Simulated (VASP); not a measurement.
Zr, 2 atoms in the cell. The structure is hexagonal, space group P6_3/mmc (No. 194). Conventional cell: a = 3.018 Å, b = 3.018 Å, c = 4.980 Å, α = 90.00°, β = 90.00°, γ = 120.00°. Zr (site symmetry -6m2) has 12 Zr at 3.02 to 3.04 Å within 4.0 Å.  This cell differs from its parent crystal: volume scaled by 0.84.

```yaml
Program: VASP 6.6.1
Task: single point
Functional: PBE
Potentials_or_basis: VASP PAW PBE potentials, release 64 (Zr_sv)
Cutoff: 520 eV
k_mesh: 15 × 15 × 8
Occupations: fermi-dirac, width 0.05 eV
Spin: no spin polarisation
Dipole_correction: no
Further_INCAR_settings: ALGO = Normal; EDIFF = 1e-07; NBANDS = 19
```

Potentials or basis: VASP PAW PBE potentials, release 64 (Zr_sv).

Launch:

```sh
$ cat potpaw_PBE.64/Zr_sv/POTCAR > POTCAR
$ mpirun -np 1 vasp_std > vasp.out
```

Hardware: 1 thread of Intel(R) Xeon(R) Platinum 8259CL CPU @ 2.50GHz (Skylake/Cascade Lake) (shared host).

Problem. Estimate the wall time of this run.

Solution. It took 79 s on 1 thread of Intel(R) Xeon(R) Platinum 8259CL CPU @ 2.50GHz (Skylake/Cascade Lake), with other jobs on the host, peak memory 0.21 GiB. Counts: scf iterations 12, k points 135.
